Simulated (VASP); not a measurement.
Here is a VASP 6.6.1 calculation.

INCAR

```
SYSTEM = Na
ALGO     = Normal         ! electronic algorithm
EDIFF    = 1E-6           ! SCF threshold, eV
ENCUT    = 520            ! plane-wave cutoff, eV
GGA      = PE             ! functional
ISIF     = 2              ! what is computed and relaxed
ISMEAR   = 0              ! smearing method
LASPH    = .TRUE.         ! aspherical terms in the spheres
LCHARG   = .TRUE.         ! write CHGCAR
LELF     = .TRUE.         ! ELF
LREAL    = .FALSE.        ! projectors in reciprocal space
LVHAR    = .TRUE.       
LWAVE    = .FALSE.        ! write WAVECAR
NBANDS   = 10             ! bands
NELM     = 100            ! most SCF steps
PREC     = Accurate       ! precision mode
SIGMA    = 0.1            ! smearing width, eV
```

KPOINTS

```
k-points
0
G
  14 14 14
  0 0 0
```

File POSCAR:

```
Na
1.0
   -2.0300740862      2.0300740862      2.0300740862
    2.0300740862     -2.0300740862      2.0300740862
    2.0300740862      2.0300740862     -2.0300740862
Na
1
Direct
    0.0000000000      0.0000000000      0.0000000000
```

Potentials or basis: VASP PAW PBE potentials, release 64 (Na_pv).

Run with:

```bash
$ cat potpaw_PBE.64/Na_pv/POTCAR > POTCAR
$ mpirun -np 1 vasp_std > vasp.out
```

(1) What does it give for the pressure?

Answers

(1) 0.9 GPa.
